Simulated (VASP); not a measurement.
# KI (I4/mmm) in VASP: further runs, part 2 of 2

VASP 6.6.1. The steps go on from the part before.

### Step 3. Single point, PBE

This run uses another cell than the first one, of the same volume but with other edges.

INCAR

```
ALGO = Normal ; EDIFF = 1E-6
ENCUT = 520 ; GGA = PE
ISIF = 2 ; ISMEAR = 0
LASPH = T ; LCHARG = F
LREAL = F ; LWAVE = F
NBANDS = 15 ; NELM = 80
PREC = Accurate ; SIGMA = 0.05
```

KPOINTS

```
k-points
0
Gamma
  6 6 6
```

POSCAR

```
KI
1.0
    0.0000000000      3.6238849398      3.3339741447
    3.6238849398      0.0000000000      3.3339741447
    3.6238849398      3.6238849398      0.0000000000
K I
1 1
Direct
    0.0000000000      0.0000000000      0.0000000000
    0.5000000000      0.5000000000      0.5000000000
```

Potentials or basis: VASP PAW PBE potentials, release 64 (K_sv, I).

Launch:

```sh
$ cat potpaw_PBE.64/K_sv/POTCAR potpaw_PBE.64/I/POTCAR > POTCAR
$ mpirun -np 1 vasp_std > vasp.out
```

OUTCAR:

```text
EDIFF = 1E-6
   ENCUT = 520
   GGA = PE
   ISIF = 2
   ISMEAR = 0
   LASPH = T
   LREAL = F
   NELM = 80
   PREC = Accurate

 ion  position               nearest neighbor table
   1  0.000  0.000  0.000-   2 3.33   2 3.33   2 3.62   2 3.62   2 3.62   2 3.62
   2  0.500  0.500  0.500-   1 3.33   1 3.33   1 3.62   1 3.62   1 3.62   1 3.62

  LATTYP: Found a body centered tetragonal cell.
 ALAT       =     5.1249472303
 C/A-ratio  =     1.3010764774

  Lattice vectors:

 A1 = (   0.0000000000,  -3.6238849398,  -3.3339741447)
 A2 = (   0.0000000000,   3.6238849398,  -3.3339741447)
 A3 = (   3.6238849398,   0.0000000000,   3.3339741447)

Analysis of symmetry for initial positions (statically):
=====================================================================
 Subroutine PRICEL returns:
 Original cell was already a primitive cell.

 Routine SETGRP: Setting up the symmetry group for a
 body centered tetragonal supercell.

 Subroutine GETGRP returns: Found 16 space group operations
 (whereof 16 operations were pure point group operations)
 out of a pool of 16 trial point group operations.

The static configuration has the point symmetry D_4h.

Analysis of symmetry for dynamics (positions and initial velocities):
=====================================================================
 Subroutine PRICEL returns:
 Original cell was already a primitive cell.

 Routine SETGRP: Setting up the symmetry group for a
 body centered tetragonal supercell.

 Subroutine GETGRP returns: Found 16 space group operations
 (whereof 16 operations were pure point group operations)
 out of a pool of 16 trial point group operations.

The dynamic configuration has the point symmetry D_4h.

 Subroutine INISYM returns: Found 16 space group operations
 (whereof 16 operations are pure point group operations),
 and found     1 'primitive' translations

----------------------------------------------------------------------------------------

                                     Primitive cell

  volume of cell :      87.5671

[... 120 lines left out ...]
 Gauss-broadening in eV      SIGMA  =   0.05
  energy-cutoff  :      520.00
  volume of cell :       87.57
 maximum number of plane-waves:      2389
 NGX is ok and might be reduce to    40

 number of electron      15.9999999 magnetization

 Free energy of the ion-electron system (eV)
  ---------------------------------------------------
  ext. energy  EPLUGINS =         0.00000000
  ---------------------------------------------------
  free energy    TOTEN  =        -5.51418656 eV

  energy without entropy =       -5.51418656  energy(sigma->0) =       -5.51418656

 E-fermi :  -0.0439     XC(G=0):  -7.1962

 val. band max:       -0.3592418707   @ k =   0.0000   0.0000   0.0000
 cond. band min:       3.5854812539   @ k =   0.0000   0.0000   0.0000
 fundamental gap:      3.9447231247
 Fermi energy:        -0.0439443139

 k-point     1 :       0.0000    0.0000    0.0000
  band No.  band energies     occupation
      1     -28.8553      2.00000
      2     -12.3561      2.00000
      3     -12.3451      2.00000
      4     -12.3451      2.00000
      5     -10.9006      2.00000
      6      -0.3861      2.00000
      7      -0.3861      2.00000
      8      -0.3592      2.00000
      9       3.5855      0.00000
     10       5.9627      0.00000
     11       5.9627      0.00000
     12       6.4671      0.00000
     13       6.6610      0.00000
     14       7.0509      0.00000
[... 401 lines left out ...]
      2     -12.4166      2.00000
      3     -12.3781      2.00000
      4     -12.3577      2.00000
      5     -10.7161      2.00000
      6      -1.3674      2.00000
      7      -0.8966      2.00000
      8      -0.6977      2.00000
      9       4.9867      0.00000
     10       5.8853      0.00000
     11       7.3182      0.00000
     12       7.8554      0.00000
     13       8.4586      0.00000
     14       8.9764      0.00000
     15       9.2893      0.00000

 [... further k-points ...]

------------------------ aborting loop because EDIFF is reached ----------------------------------------

  FORCE on cell =-STRESS in cart. coord.  units (eV):
  Direction    XX          YY          ZZ          XY          YZ          ZX
  --------------------------------------------------------------------------------------
  -------------------------------------------------------------------------------------
  Total        0.0445610      0.0445610      1.5648618      0.0000000     -0.0000000     -0.0000000
  in kB        0.8153134      0.8153134     28.6315955      0.0000000     -0.0000000     -0.0000000
  external PRESSURE =      10.0874074 kB  Pullay stress =       0.0000000 kB

 VOLUME and BASIS-vectors are now :
 -----------------------------------------------------------------------------
  energy-cutoff  :      520.00
  volume of cell :       87.57
      direct lattice vectors                 reciprocal lattice vectors
     0.000000000  3.623884940  3.333974145    -0.137973476  0.137973476  0.149971169
     3.623884940  0.000000000  3.333974145     0.137973476 -0.137973476  0.149971169
     3.623884940  3.623884940  0.000000000     0.137973476  0.137973476 -0.149971169

 POSITION                                       TOTAL-FORCE (eV/Angst)
 -----------------------------------------------------------------------------------
      0.00000      0.00000      0.00000         0.000000     -0.000000      0.000000
      3.62388      3.62388      3.33397        -0.000000      0.000000      0.000000
 -----------------------------------------------------------------------------------
    total drift:                                0.000000     -0.000000     -0.000000

  FREE ENERGIE OF THE ION-ELECTRON SYSTEM (eV)
  ---------------------------------------------------
  free  energy   TOTEN  =        -5.5141865632 eV

  energy  without entropy=       -5.5141865632  energy(sigma->0) =       -5.51418656
```

OSZICAR:

```text
N       E                     dE             d eps       ncg     rms          rms(c)
DAV:   1     0.887703298404E+02    0.88770E+02   -0.64088E+03   900   0.900E+02
DAV:   2    -0.851623856615E-01   -0.88855E+02   -0.82836E+02  1147   0.213E+02
DAV:   3    -0.533977212823E+01   -0.52546E+01   -0.52282E+01  1253   0.449E+01
DAV:   4    -0.559695328677E+01   -0.25718E+00   -0.25710E+00  1483   0.881E+00
DAV:   5    -0.559836066844E+01   -0.14074E-02   -0.14074E-02  1280   0.659E-01    0.329E+00
DAV:   6    -0.551296955730E+01    0.85391E-01   -0.96317E-02  1180   0.180E+00    0.233E+00
DAV:   7    -0.550854921963E+01    0.44203E-02   -0.11947E-01  1215   0.176E+00    0.811E-01
DAV:   8    -0.551358065347E+01   -0.50314E-02   -0.13266E-02   964   0.739E-01    0.135E-01
DAV:   9    -0.551398799875E+01   -0.40735E-03   -0.84858E-04  1257   0.171E-01    0.715E-02
DAV:  10    -0.551414248340E+01   -0.15448E-03   -0.14238E-04  1103   0.660E-02    0.203E-02
DAV:  11    -0.551418668422E+01   -0.44201E-04   -0.58742E-05  1075   0.443E-02    0.199E-02
DAV:  12    -0.551418656319E+01    0.12103E-06   -0.31421E-06  1207   0.133E-02
   1 F= -.55141866E+01 E0= -.55141866E+01  d E =-.703010E-21
```

stdout:

```text
POSCAR found type information on POSCAR K I
 POSCAR found :  2 types and       2 ions
 scaLAPACK will be used
 LDA part: xc-table for (Slater+PW92), standard interpolation
 POSCAR, INCAR and KPOINTS ok, starting setup
 FFT: planning ... GRIDC
 FFT: planning ... GRID_SOFT
 FFT: planning ... GRID
 WAVECAR not read
 entering main loop
```

It took 43 s on 1 thread of Intel Xeon Platinum 8375C at 2.90GHz (Ice Lake), shared host; peak memory 0.25 GiB.

Results:

```
Free energy            : -5.5142 eV
Pressure               : 1.0 GPa
Band gap on the k mesh : 3.94 eV, direct
```

Stress tensor (GPa, compression positive):
```
0.08 0.00 0.00
0.00 0.08 0.00
0.00 0.00 2.86
```

Levels at points of the mesh, in eV from the valence-band top:
```tsv
k point	band 5	band 6	band 7	band 8	band 9	band 10	band 11	band 12
(0.00, 0.00, 0.00)	-10.54	-0.03	-0.03	0.00	3.94	6.32	6.32	6.83
(0.50, 0.00, 0.00)	-10.22	-1.37	-0.39	-0.36	5.50	7.68	7.84	8.53
(0.50, 0.50, 0.00)	-10.38	-0.95	-0.48	-0.48	4.85	5.82	8.24	8.79
(0.50, 0.00, 0.50)	-10.40	-1.06	-0.37	-0.30	4.94	5.77	8.01	8.68
```

Caveat: spin-orbit coupling is left out, which moves the levels of the heavy elements.

### Step 4. Single point, PBE

This run uses another cell than the first one, of the same volume but with other edges.

INCAR

```
ALGO = Normal
EDIFF = 1E-6
ENCUT = 520
GGA = PE
ISIF = 2
ISMEAR = 0
LASPH = T
LCHARG = T
LELF = T
LREAL = F
LVHAR = T
LWAVE = F
NBANDS = 15
NELM = 60
PREC = Accurate
SIGMA = 0.05
```

KPOINTS is that of step 3.

POSCAR

```
KI
1.0
    0.0000000000      3.4143348760      3.7557683636
    3.4143348760      0.0000000000      3.7557683636
    3.4143348760      3.4143348760      0.0000000000
K I
1 1
Direct
    0.0000000000      0.0000000000      0.0000000000
    0.5000000000      0.5000000000      0.5000000000
```

Launch:

```sh
$ cat potpaw_PBE.64/K_sv/POTCAR potpaw_PBE.64/I/POTCAR > POTCAR
$ mpirun -np 1 vasp_std > vasp.out
```

Wall time 38 s (1 thread of Intel Xeon Platinum 8375C at 2.90GHz (Ice Lake), shared host); peak memory 0.24 GiB.

The run converged. Its results:

* Free energy: -5.5124 eV
* Pressure: 1.0 GPa
* Band gap on the k mesh: 3.95 eV, direct

Stress tensor (GPa, compression positive):
```
 1.81  0.00  0.00
 0.00  1.81  0.00
 0.00  0.00 -0.48
```

Levels at points of the mesh, in eV from the valence-band top:
| k point | band 6 | band 7 | band 8 | band 9 | band 10 | band 11 |
| --- | --- | --- | --- | --- | --- | --- |
| (0.00, 0.00, 0.00) | -0.03 | 0.00 | 0.00 | 3.95 | 6.12 | 6.69 |
| (0.50, 0.00, 0.00) | -1.36 | -0.39 | -0.34 | 5.50 | 7.68 | 7.87 |
| (0.50, 0.50, 0.00) | -1.07 | -0.28 | -0.28 | 4.95 | 5.81 | 7.97 |
| (0.50, 0.00, 0.50) | -0.99 | -0.49 | -0.36 | 4.90 | 5.80 | 8.15 |

Caveat: spin-orbit coupling is left out, which moves the levels of the heavy elements.

### Step 5. Single point, PBE

This run uses another cell than the first one, of the same volume but with other edges.

INCAR

```
SYSTEM = KI
PREC = Accurate
ENCUT = 520
EDIFF = 1E-7
ISMEAR = 0
SIGMA = 0.05
LREAL = .FALSE.
LASPH = .TRUE.
NELM = 60
ALGO = Normal
ISIF = 2
LWAVE = .FALSE.
LCHARG = .TRUE.
GGA = PE
LELF = .TRUE.
LVHAR = .TRUE.
NBANDS = 15
```

KPOINTS

```
regular mesh
0
G
  6 6 6
  0 0 0
```

POSCAR

```
KI
1.0
    0.0000000000      4.0687957612      2.6447172448
    4.0687957612      0.0000000000      2.6447172448
    4.0687957612      4.0687957612      0.0000000000
K I
1 1
Direct
    0.0000000000      0.0000000000      0.0000000000
    0.5000000000      0.5000000000      0.5000000000
```

Launch:

```sh
$ cat potpaw_PBE.64/K_sv/POTCAR potpaw_PBE.64/I/POTCAR > POTCAR
$ mpirun -np 1 vasp_std > vasp.out
```

It took 45 s on 1 thread of Intel Xeon Platinum 8375C at 2.90GHz (Ice Lake), shared host; peak memory 0.25 GiB.

It converged, with:

```
Free energy            : -3.4794 eV
Pressure               : 12.0 GPa
Band gap on the k mesh : 2.45 eV, direct
```

Stress tensor (GPa, compression positive):
```
-0.80  0.00  0.00
 0.00 -0.80  0.00
 0.00  0.00 37.67
```

Levels at points of the mesh, in eV from the valence-band top:
| k point | band 5 | band 6 | band 7 | band 8 | band 9 | band 10 | band 11 | band 12 |
| --- | --- | --- | --- | --- | --- | --- | --- | --- |
| (0.00, 0.00, 0.00) | -11.75 | -1.15 | -1.15 | 0.00 | 2.45 | 4.98 | 4.98 | 5.09 |
| (0.50, 0.00, 0.00) | -10.23 | -2.51 | -1.75 | -1.67 | 4.42 | 5.90 | 6.07 | 7.18 |
| (0.50, 0.50, 0.00) | -11.59 | -1.83 | -1.83 | -0.58 | 3.53 | 6.08 | 6.86 | 6.86 |
| (0.50, 0.00, 0.50) | -11.66 | -2.19 | -1.15 | -0.26 | 4.33 | 4.35 | 6.70 | 7.15 |

Caveat: spin-orbit coupling is left out, which moves the levels of the heavy elements. A k mesh can miss the band edges.

### Step 6. Single point, PBE

This run uses another cell than the first one, of the same volume but with other edges.

INCAR

```
SYSTEM = KI
PREC = Accurate
ENCUT = 520
EDIFF = 1E-6
ISMEAR = 0
SIGMA = 0.05
LREAL = .False.
LASPH = .True.
NELM = 60
ALGO = Normal
ISIF = 2
LWAVE = .False.
LCHARG = .True.
GGA = PE
LELF = .True.
LVHAR = .True.
NBANDS = 15
```

KPOINTS

```
regular mesh
0
Gamma
  6 6 6
  0 0 0
```

POSCAR

```
KI
1.0
    0.0000000000      3.0789780270      4.6184670405
    3.0789780270      0.0000000000      4.6184670405
    3.0789780270      3.0789780270      0.0000000000
K I
1 1
Direct
    0.0000000000      0.0000000000      0.0000000000
    0.5000000000      0.5000000000      0.5000000000
```

Potentials or basis: VASP PAW PBE potentials, release 64 (K_sv, I).

Launch:

```sh
$ cat potpaw_PBE.64/K_sv/POTCAR potpaw_PBE.64/I/POTCAR > POTCAR
$ mpirun -np 1 vasp_std > vasp.out
```

Run time: 45 s. Hardware: 1 thread of Intel Xeon Platinum 8375C at 2.90GHz (Ice Lake), shared host; peak memory 0.24 GiB.

The run converged. Its results:

| Property | Result |
| --- | --- |
| Free energy | -4.8629 eV |
| Pressure | 5.9 GPa |
| Band gap on the k mesh | 3.60 eV, direct |

Stress tensor (GPa, compression positive):
```
 9.21  0.00  0.00
 0.00  9.21  0.00
 0.00  0.00 -0.67
```

Levels at points of the mesh, in eV from the valence-band top:
| k point | band 4 | band 5 | band 6 | band 7 | band 8 | band 9 | band 10 | band 11 | band 12 | band 13 |
| --- | --- | --- | --- | --- | --- | --- | --- | --- | --- | --- |
| (0.00, 0.00, 0.00) | -11.99 | -10.91 | -0.55 | 0.00 | 0.00 | 3.60 | 5.00 | 7.15 | 7.32 | 7.32 |
| (0.50, 0.00, 0.00) | -11.94 | -10.07 | -1.86 | -0.79 | -0.58 | 5.24 | 6.81 | 7.69 | 8.58 | 8.85 |
| (0.50, 0.50, 0.00) | -11.99 | -10.87 | -1.29 | -0.07 | -0.07 | 4.69 | 6.35 | 7.05 | 7.69 | 8.66 |
| (0.50, 0.00, 0.50) | -11.97 | -10.67 | -1.04 | -0.89 | -0.48 | 4.87 | 6.12 | 6.95 | 8.22 | 8.68 |

Caveat: spin-orbit coupling is left out, which moves the levels of the heavy elements. A k mesh can miss the band edges.

### Step 7. Single point, PBE

This run uses another cell than the first one, of the same volume but with other edges.

INCAR

```
SYSTEM = KI
PREC = Accurate
ENCUT = 520
EDIFF = 1E-6
ISMEAR = 0
SIGMA = 0.05
LREAL = .False.
LASPH = .True.
NELM = 100
ALGO = Normal
ISIF = 2
LWAVE = .False.
LCHARG = .False.
GGA = PE
NBANDS = 15
```

KPOINTS is that of step 6.

POSCAR

```
KI
1.0
    0.0000000000      3.5728375072      3.4299240070
    3.5728375072      0.0000000000      3.4299240070
    3.5728375072      3.5728375072      0.0000000000
K I
1 1
Direct
    0.0000000000      0.0000000000      0.0000000000
    0.5000000000      0.5000000000      0.5000000000
```

Launch:

```sh
$ cat potpaw_PBE.64/K_sv/POTCAR potpaw_PBE.64/I/POTCAR > POTCAR
$ mpirun -np 1 vasp_std > vasp.out
```

It took 39 s on 1 thread of Intel Xeon Platinum 8375C at 2.90GHz (Ice Lake), shared host; peak memory 0.25 GiB.

It converged, with:

| Quantity | Value |
| --- | --- |
| Free energy | -5.5449 eV |
| Pressure | 0.8 GPa |
| Band gap on the k mesh | 3.97 eV, direct |

Stress tensor (GPa, compression positive):
```
0.37 0.00 0.00
0.00 0.37 0.00
0.00 0.00 1.61
```

Levels at points of the mesh, in eV from the valence-band top:
```csv
k point,band 4,band 5,band 6,band 7,band 8,band 9,band 10,band 11,band 12,band 13
"(0.00, 0.00, 0.00)",-11.98,-10.52,-0.01,-0.01,0.00,3.97,6.41,6.41,6.65,7.12
"(0.50, 0.00, 0.00)",-11.98,-10.23,-1.35,-0.36,-0.34,5.52,7.72,8.00,8.32,8.71
"(0.50, 0.50, 0.00)",-12.00,-10.37,-0.98,-0.42,-0.42,4.89,5.79,8.17,8.75,8.94
"(0.50, 0.00, 0.50)",-12.00,-10.38,-1.03,-0.38,-0.33,4.93,5.78,8.06,8.74,8.77
```

Caveat: spin-orbit coupling is left out, which moves the levels of the heavy elements.

### Step 8. Overview

| cell | gap on the mesh (eV) | pressure (GPa) |
| --- | --- | --- |
| a = 5.297, b = 5.297, c = 4.567 Å, angles 64.5, 64.5, 51.1°, 2 atoms | 3.82 | 3.0 |
| a = 4.924, b = 4.924, c = 5.125 Å, angles 58.6, 58.6, 62.7°, 2 atoms | 3.94 | 1.0 |
| a = 5.076, b = 5.076, c = 4.829 Å, angles 61.6, 61.6, 56.8°, 2 atoms | 3.95 | 1.0 |
| a = 4.853, b = 4.853, c = 5.754 Å, angles 53.6, 53.6, 72.7°, 2 atoms | 2.45 | 12.0 |
| a = 5.551, b = 5.551, c = 4.354 Å, angles 66.9, 66.9, 46.2°, 2 atoms | 3.60 | 5.9 |
| a = 4.953, b = 4.953, c = 5.053 Å, angles 59.3, 59.3, 61.3°, 2 atoms | 3.97 | 0.8 |

Alike in all rows: task single point; level PBE; potentials or basis VASP PAW PBE potentials, release 64 (K_sv, I); no spin polarisation; k mesh 6 × 6 × 6; cutoff (eV) 520; smearing gaussian 0.05 eV.

Caveats: spin-orbit coupling is left out, which moves the levels of the heavy elements.

Absolute energies hang on the potentials; compare differences alone.
